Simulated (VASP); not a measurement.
**CaI: single point with PBE**

Crystal: CaI.

```
Ca I
1.0
     4.18336    0.00000    0.00000
    -2.09168    3.62289    0.00000
     0.00000    0.00000    4.61655
Ca I
1 1
Cartesian
  0.0000 0.0000 2.3083
  2.0917 1.2076 0.0000
```

```yaml
Program: VASP 6.6.1
Task: single point
Functional: PBE
Potentials_or_basis: VASP PAW PBE potentials, release 64 (Ca_sv, I)
Cutoff: 520 eV
k_mesh: 8 × 8 × 6
Occupations: fermi-dirac, width 0.05 eV
Spin: no spin polarisation
Dipole_correction: no
Further_INCAR_settings: ALGO = Normal; EDIFF = 1e-06; NBANDS = 16
```

```yaml
Pressure: -0.6 GPa
Band_gap_on_the_k_mesh: zero (an odd number of electrons rules out a gap without spin polarisation)
```

Stress tensor (GPa, compression positive):
```
-0.76  0.00  0.00
 0.00 -0.76  0.00
 0.00  0.00 -0.23
```

Levels at points of the mesh, in eV from the Fermi level:
```
           k point  band 6  band 7  band 8  band 9  band 10  band 11  band 12  band 13
(0.00, 0.00, 0.00)   -4.77   -3.65   -3.65   -1.48     0.60     2.18     2.18     2.39
(0.50, 0.00, 0.00)   -6.29   -4.61   -4.13   -0.10     1.05     1.95     2.13     2.82
(0.00, 0.00, 0.50)   -6.48   -3.54   -3.54    1.35     1.46     1.46     2.16     2.17
(0.50, 0.00, 0.50)   -5.88   -5.54   -4.25   -0.52     1.64     2.25     3.10     3.31
```

Run time: 48 s on 1 thread of Intel Xeon 8259CL, with other jobs on the host, peak memory 0.21 GiB.

Caveat: spin-orbit coupling is left out, which moves the levels of the heavy elements; an odd number of electrons without spin polarisation forces a metal; a magnetic or distorted state may lie lower.
